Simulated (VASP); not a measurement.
# Li2TiO2 (P4/mmm) in VASP: single point with PBE

Aim: the single point of Li2TiO2 with PBE.

Program: VASP 6.6.1. These are calculated values, not measurements. Logs are shortened: lines on timing, memory, paths and dates and some standing lists are left out, and cuts for length are marked.

**1. The cell of the first run**

The structure is tetragonal, space group P4/mmm (No. 123). Conventional cell: a = 2.787 Å, b = 2.787 Å, c = 8.821 Å, α = 90.00°, β = 90.00°, γ = 90.00°. Li (site symmetry 4mm) has 1 Li at 1.90 Å and 4 O at 2.19 Å within 2.5 Å. Ti (site symmetry 4/mmm) has 4 O at 1.97 Å within 2.6 Å. O (site symmetry 4/mmm) has 4 Ti at 1.97 Å within 2.6 Å. O (site symmetry 4/mmm) has 8 Li at 2.19 Å and 4 O at 2.79 Å within 2.9 Å.

The cell was generated, and may not be a known phase.

**2. Single point, PBE, collinear spin**

File INCAR:

```
SYSTEM = Li2TiO2
ALGO = Normal
EDIFF = 1E-6
ENCUT = 750
GGA = PE
GGA_COMPAT = .FALSE.
ISIF = 2
ISMEAR = 0
ISPIN = 2
LASPH = .TRUE.
LCHARG = .TRUE.
LELF = .TRUE.
LMAXMIX = 4
LORBIT = 11
LREAL = .FALSE.
LVHAR = .TRUE.
LWAVE = .FALSE.
MAGMOM = 0 0 0 0 0.15
NBANDS = 27
NELM = 200
PREC = Accurate
SIGMA = 0.1
```

File KPOINTS:

```
k-points
0
G
  14 14 4
  0 0 0
```

File POSCAR:

```
Li2TiO2
1.0
    2.7869583909      0.0000000000      0.0000000000
    0.0000000000      2.7869583909      0.0000000000
    0.0000000000      0.0000000000      8.8209418057
Li Ti O
2 1 2
Direct
    0.0000000000      0.0000000000      0.6079037035
    0.0000000000      0.0000000000      0.3920962965
    0.0000000000      0.0000000000      0.0000000000
    0.5000000000      0.5000000000      0.0000000000
    0.5000000000      0.5000000000      0.5000000000
```

Potentials or basis: VASP PAW PBE potentials, release 64 (Li_sv, Ti_sv, O).

Run with:

```sh
> cat potpaw_PBE.64/Li_sv/POTCAR potpaw_PBE.64/Ti_sv/POTCAR potpaw_PBE.64/O/POTCAR > POTCAR
> mpirun -np 1 vasp_std > vasp.out
```

OUTCAR:

```text
SYSTEM = Li2TiO2
   EDIFF = 1E-6
   ENCUT = 750
   GGA = PE
   ISIF = 2
   ISMEAR = 0
   ISPIN = 2
   LASPH = .TRUE.
   LORBIT = 11
   LREAL = .FALSE.
   NELM = 200
   PREC = Accurate

 ion  position               nearest neighbor table
   1  0.000  0.000  0.608-   2 1.90   5 2.19   5 2.19   5 2.19   5 2.19
   2  0.000  0.000  0.392-   1 1.90   5 2.19   5 2.19   5 2.19   5 2.19
   3  0.000  0.000  0.000-   4 1.97   4 1.97   4 1.97   4 1.97
   4  0.500  0.500  0.000-   3 1.97   3 1.97   3 1.97   3 1.97
   5  0.500  0.500  0.500-   1 2.19   2 2.19   1 2.19   2 2.19   1 2.19   2 2.19   1 2.19   2 2.19

  LATTYP: Found a simple tetragonal cell.
 ALAT       =     2.7869583909
 C/A-ratio  =     3.1650784003

  Lattice vectors:

 A1 = (   2.7869583909,   0.0000000000,   0.0000000000)
 A2 = (   0.0000000000,   2.7869583909,   0.0000000000)
 A3 = (   0.0000000000,   0.0000000000,   8.8209418057)

Analysis of symmetry for initial positions (statically):
=====================================================================
 Subroutine PRICEL returns:
 Original cell was already a primitive cell.

 Routine SETGRP: Setting up the symmetry group for a
 simple tetragonal supercell.

 Subroutine GETGRP returns: Found 16 space group operations
 (whereof 16 operations were pure point group operations)
 out of a pool of 16 trial point group operations.

The static configuration has the point symmetry D_4h.

Analysis of symmetry for dynamics (positions and initial velocities):
=====================================================================
 Subroutine PRICEL returns:
 Original cell was already a primitive cell.

 Routine SETGRP: Setting up the symmetry group for a
 simple tetragonal supercell.

 Subroutine GETGRP returns: Found 16 space group operations
 (whereof 16 operations were pure point group operations)
 out of a pool of 16 trial point group operations.

The dynamic configuration has the point symmetry D_4h.

Analysis of structural, dynamic, and magnetic symmetry:
=====================================================================
 Subroutine PRICEL returns:
 Original cell was already a primitive cell.

 Routine SETGRP: Setting up the symmetry group for a
 simple tetragonal supercell.

 Subroutine GETGRP returns: Found 16 space group operations
 (whereof 16 operations were pure point group operations)
 out of a pool of 16 trial point group operations.

The overall configuration has the point symmetry D_4h.

 Subroutine INISYM returns: Found 16 space group operations
 (whereof 16 operations are pure point group operations),
 and found     1 'primitive' translations

----------------------------------------------------------------------------------------

                                     Primitive cell

  volume of cell :      68.5135

  direct lattice vectors                    reciprocal lattice vectors
     2.786958391  0.000000000  0.000000000     0.358814112  0.000000000  0.000000000
     0.000000000  2.786958391  0.000000000     0.000000000  0.358814112  0.000000000
     0.000000000  0.000000000  8.820941806     0.000000000  0.000000000  0.113366579

  length of vectors
     2.786958391  2.786958391  8.820941806     0.358814112  0.358814112  0.113366579

  position of ions in fractional coordinates (direct lattice)
     0.000000000  0.000000000  0.607903703
     0.000000000  0.000000000  0.392096297
     0.000000000  0.000000000  0.000000000
     0.500000000  0.500000000  0.000000000
     0.500000000  0.500000000  0.500000000

  ion indices of the primitive-cell ions
   primitive index   ion index
                 1           1
                 2           2
                 3           3
                 4           4
                 5           5

----------------------------------------------------------------------------------------

 KPOINTS: k-points

Automatic generation of k-mesh.
 Grid dimensions read from file:
 generate k-points for:   14   14    4

 Generating k-lattice:

  Cartesian coordinates                     Fractional coordinates (reciprocal lattice)
     0.025629579  0.000000000  0.000000000     0.071428571  0.000000000  0.000000000
     0.000000000  0.025629579  0.000000000     0.000000000  0.071428571  0.000000000
     0.000000000  0.000000000  0.028341645     0.000000000  0.000000000  0.250000000

  Length of vectors
     0.025629579  0.025629579  0.028341645

  Shift w.r.t. Gamma in fractional coordinates (k-lattice)
     0.000000000  0.000000000  0.000000000

 Subroutine IBZKPT returns following result:
 ===========================================

 Found    108 irreducible k-points:

 Following reciprocal coordinates:
            Coordinates               Weight
  0.000000  0.000000  0.000000      1.000000
  0.071429  0.000000  0.000000      4.000000
  0.142857  0.000000  0.000000      4.000000
  0.214286  0.000000  0.000000      4.000000
  0.285714  0.000000  0.000000      4.000000
  0.357143  0.000000  0.000000      4.000000
[... 16 lines left out ...]
  0.285714  0.214286  0.000000      8.000000
  0.357143  0.214286  0.000000      8.000000
 [... further k-points ...]
   k-points           NKPTS =    108   k-points in BZ     NKDIM =    108   number of bands    NBANDS=     27
   number of dos      NEDOS =    301   number of ions     NIONS =      5
   total plane-waves  NPLWV =  62720
   dimension x,y,z NGX =    28 NGY =   28 NGZ =   80
   dimension x,y,z NGXF=    56 NGYF=   56 NGZF=  160
   ions per type =               2   1   2
   NGX,Y,Z   is equivalent  to a cutoff of  16.70, 16.70, 15.08 a.u.
   NGXF,Y,Z  is equivalent  to a cutoff of  33.40, 33.40, 30.15 a.u.
 SYSTEM =  Li2TiO2
   PREC   = accura    normal or accurate (medium, high low for compatibility)
   ISTART =      0    job   : 0-new  1-cont  2-samecut
   ICHARG =      2    charge: 1-file 2-atom 10-const
   ISPIN  =      2    spin polarized calculation?
   LNONCOLLINEAR =      F non collinear calculations
   LSORBIT =      F    spin-orbit coupling
   LASPH  =      T    aspherical Exc in radial PAW
   ENCUT  =  750.0 eV  55.12 Ry    7.42 a.u.   6.22  6.22 19.70*2*pi/ulx,y,z
   NELM   =    200;   NELMIN=  2; NELMDL= -5     # of ELM steps
   EDIFF  = 0.1E-05   stopping-criterion for ELM
   LREAL  =      F    real-space projection
   EDIFFG = 0.1E-04   stopping-criterion for IOM
   NSW    =      0    number of steps for IOM
   IBRION =     -1    ionic relax: 0-MD 1-quasi-New 2-CG
   NFREE  =      0    steps in history (QN), initial steepest desc. (CG)
   ISIF   =      2    stress and relaxation
   ISYM   =      2    0-nonsym 1-usesym 2-fastsym
   POTIM  = 0.5000    time-step for ionic-motion
   TEBEG  =    0.0;   TEEND  =   0.0 temperature during run
   PSTRESS=    0.0 pullay stress
   NELECT =      30.0000    total number of electrons
   NUPDOWN=      -1.0000    fix difference up-down
   EMIN   =  10.00;   EMAX   =-10.00  energy-range for DOS
   EFERMI =   0.00;   METHOD = LEGACY
   ISMEAR =     0;   SIGMA  =   0.10  broadening in eV -4-tet -1-fermi 0-gaus
   EFERMI_NEDOS =   21; number of points for ismear=-14 and -15
   IALGO  =     38    algorithm
   IMIX   =      4    mixing-type and parameters
     AMIX     =   0.40;   BMIX     =  1.00
     AMIX_MAG =   1.60;   BMIX_MAG =  1.00
  volume/ion in A,a.u.               =      13.70        92.47
  Fermi-wavevector in a.u.,A,eV,Ry     =   1.243149  2.349211 21.026717  1.545420
  Thomas-Fermi vector in A             =   2.377473
   LORBIT       =     11    0 simple, 1 ext, 2 COOP (PROOUT), +10 PAW based schemes
   GGA     = PE    functional components
   LHFCALC =     F    Hartree Fock is set to
   AEXX    =    0.0000 exact exchange contribution
   IVDW    =     0    specifies the selected vdW correction
   LEPSILON=     F    determine dielectric tensor
   LRPA    =     F    only Hartree local field effects (RPA)
 spin polarized calculation
 Gauss-broadening in eV      SIGMA  =   0.10
  energy-cutoff  :      750.00
  volume of cell :       68.51
 maximum number of plane-waves:      3224
 NGX is ok and might be reduce to    28
   NGX = 13   NGY = 13   NGZ = 39

 number of electron      30.0000006 magnetization      -0.0029147

 number of electron      30.0000006 magnetization       0.0007218

 Free energy of the ion-electron system (eV)
  ---------------------------------------------------
  ext. energy  EPLUGINS =         0.00000000
  ---------------------------------------------------
  free energy    TOTEN  =       -29.19029082 eV

  energy without entropy =      -29.17031977  energy(sigma->0) =      -29.18030530

 E-fermi :   3.1853     XC(G=0):  -8.8923

 val. band max:        3.1808668353   @ k =   0.4286   0.0714   0.5000
 cond. band min:       3.1896598535   @ k =   0.4286   0.0714   0.2500
 fundamental gap:      0.0087930182
 Fermi energy:         3.1852682508

 spin component 1

 k-point     1 :       0.0000    0.0000    0.0000
  band No.  band energies     occupation
      1     -54.6139      1.00000
      2     -42.1168      1.00000
      3     -41.8878      1.00000
      4     -30.7913      1.00000
      5     -30.7080      1.00000
      6     -30.7080      1.00000
[... 709 lines left out ...]
     26      14.2014      0.00000
     27      14.9969      0.00000

 [... further k-points ...]

 spin component 2

 k-point     1 :       0.0000    0.0000    0.0000
  band No.  band energies     occupation
      1     -54.6147      1.00000
      2     -42.1169      1.00000
      3     -41.8879      1.00000
      4     -30.7923      1.00000
      5     -30.7086      1.00000
      6     -30.7086      1.00000
[... 709 lines left out ...]
     26      14.2017      0.00000
     27      14.9971      0.00000

 [... further k-points ...]

------------------------ aborting loop because EDIFF is reached ----------------------------------------

  FORCE on cell =-STRESS in cart. coord.  units (eV):
  Direction    XX          YY          ZZ          XY          YZ          ZX
  --------------------------------------------------------------------------------------
  -------------------------------------------------------------------------------------
  Total       -0.0458930     -0.0458930     -0.0660778      0.0000000     -0.0000000      0.0000000
  in kB       -1.0732019     -1.0732019     -1.5452192      0.0000000     -0.0000000      0.0000000
  external PRESSURE =      -1.2305410 kB  Pullay stress =       0.0000000 kB

 VOLUME and BASIS-vectors are now :
 -----------------------------------------------------------------------------
  energy-cutoff  :      750.00
  volume of cell :       68.51
      direct lattice vectors                 reciprocal lattice vectors
     2.786958391  0.000000000  0.000000000     0.358814112  0.000000000  0.000000000
     0.000000000  2.786958391  0.000000000     0.000000000  0.358814112  0.000000000
     0.000000000  0.000000000  8.820941806     0.000000000  0.000000000  0.113366579

 POSITION                                       TOTAL-FORCE (eV/Angst)
 -----------------------------------------------------------------------------------
      0.00000      0.00000      5.36228        -0.000000     -0.000000     -0.021127
      0.00000      0.00000      3.45866         0.000000      0.000000      0.021127
      0.00000      0.00000      0.00000         0.000000     -0.000000     -0.000000
      1.39348      1.39348      0.00000         0.000000     -0.000000     -0.000000
      1.39348      1.39348      4.41047         0.000000     -0.000000     -0.000000
 -----------------------------------------------------------------------------------
    total drift:                               -0.000000      0.000000     -0.000000

  FREE ENERGIE OF THE ION-ELECTRON SYSTEM (eV)
  ---------------------------------------------------
  free  energy   TOTEN  =       -29.1902908223 eV

  energy  without entropy=      -29.1703197742  energy(sigma->0) =      -29.18030530

 total charge

# of ion       s       p       d       tot
------------------------------------------
    1        2.019   0.051   0.000   2.070
    2        2.019   0.051   0.000   2.070
    3        2.193   6.170   2.045  10.408
    4        1.567   3.523   0.000   5.090
    5        1.553   3.358   0.000   4.911
--------------------------------------------------
tot          9.350  13.154   2.045  24.549

 magnetization (x)

# of ion       s       p       d       tot
------------------------------------------
    1       -0.000  -0.000   0.000  -0.000
    2       -0.000  -0.000   0.000  -0.000
    3       -0.000  -0.000  -0.001  -0.001
    4        0.000   0.000   0.000   0.000
    5        0.000   0.003   0.000   0.003
--------------------------------------------------
tot         -0.000   0.003  -0.001   0.002
```

Run time: 8.7 min. Hardware: 1 thread of Intel Xeon 6975P-C (Granite Rapids), shared host; peak memory 0.64 GiB.

What came out:

```
Free energy                                           : -29.1903 eV
Pressure                                              : -0.1 GPa
Largest force                                         : 0.021 eV/Å
Band gap on the k mesh                                : zero (filled and empty bands overlap)
Net moment                                            : 0.00 μB per cell
Valence electrons inside the program's atomic spheres : Li 2.07; Ti 10.41; O 5.09, 4.91
```

Forces on the atoms (eV/Å):
```
Li   0.000  0.000 -0.021
Li   0.000  0.000  0.021
Ti   0.000  0.000  0.000
O    0.000  0.000  0.000
O    0.000  0.000  0.000
```
